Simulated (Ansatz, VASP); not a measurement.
Ti2RuC3 in VASP and in Ansatz

File INCAR:

```
  PREC = Accurate
  ENCUT = 600
  EDIFF = 1E-6
  ISMEAR = 0
  SIGMA = 0.2
  LREAL = F
  LASPH = T
  NELM = 100
  ALGO = Normal
  ISIF = 3
  LWAVE = F
  LCHARG = F
  GGA = PE
  IBRION = 2
  NSW = 36
  EDIFFG = -0.08
```

File KPOINTS:

```
Automatic mesh
0
Gamma
  6 6 2
```

POSCAR

```
Ti2RuC3
1.0
    3.1895103600      0.0000000000      0.0000000000
   -1.5947551800      2.7621970000      0.0000000000
    0.0000000000      0.0000000000      7.8455801500
Ti Ru C
2 1 3
Direct
    0.3333333300      0.6666666700      0.6600000000
    0.6666666700      0.3333333300      0.3400000000
    0.0000000000      0.0000000000      0.0000000000
    0.0000000000      0.0000000000      0.5000000000
    0.3333333300      0.6666666700      0.1650000000
    0.6666666700      0.3333333300      0.8350000000
```

Input for Ansatz:

```yaml
crystal:
  lattice:
    - [3.18951036, 0.0, 0.0]
    - [-1.59475518, 2.762197, 0.0]
    - [0.0, 0.0, 7.84558015]
  atoms:
    - { symbol: Ti, position: [0.33333333, 0.66666667, 0.66] }
    - { symbol: Ti, position: [0.66666667, 0.33333333, 0.34] }
    - { symbol: Ru, position: [0.0, 0.0, 0.0] }
    - { symbol: C, position: [0.0, 0.0, 0.5] }
    - { symbol: C, position: [0.33333333, 0.66666667, 0.165] }
    - { symbol: C, position: [0.66666667, 0.33333333, 0.835] }
basis:
  ecutwfc: 420
kpoints:
  mp_grid: { grid: [6, 6, 2] }
hamiltonian:
  xc: pbe
scf:
  occupations: { method: gaussian, width: 0.2 }
  lower_state_search: "off"
output:
  forces: true
  stress: true
  eigenvalues: true
relax:
  adjacent_minimum: "off"
  f_tol: 0.08
  max_steps: 16
  cell: { stress_tol: 0.8 }
```

Alike in both runs: task relaxation of cell and atoms; functional PBE; k mesh 6 × 6 × 2; occupations gaussian, width 0.2 eV; no spin polarisation.

|  | VASP | Ansatz |
| --- | --- | --- |
| version | VASP 6.6.1 | Ansatz 0.2.0 |
| potentials or method | VASP PAW PBE potentials, release 64 (Ti_sv, Ru_pv, C), cutoff 600 eV | scalar-relativistic, plane waves, PAW |
| valence electrons in the cell | 50 | 52 |

```csv
,VASP,Ansatz,Ansatz less VASP
"gap on the k mesh at the Fermi level, each at its own relaxed structure (eV)",none,none,-
relaxed volume (Å³/atom),10.07,10.07,+0.003
relaxed length of the cell vector where the two differ most in proportion (Å),7.214,7.219,+0.0051
```

A gap of «none» marks a metal or a gap that the smearing closes. VASP's potentials hold 50 valence electrons a cell and Ansatz's 52, so a difference there can come from the potentials and not from the codes.

The k mesh is coarse, so the values compare programs but aren't converged.
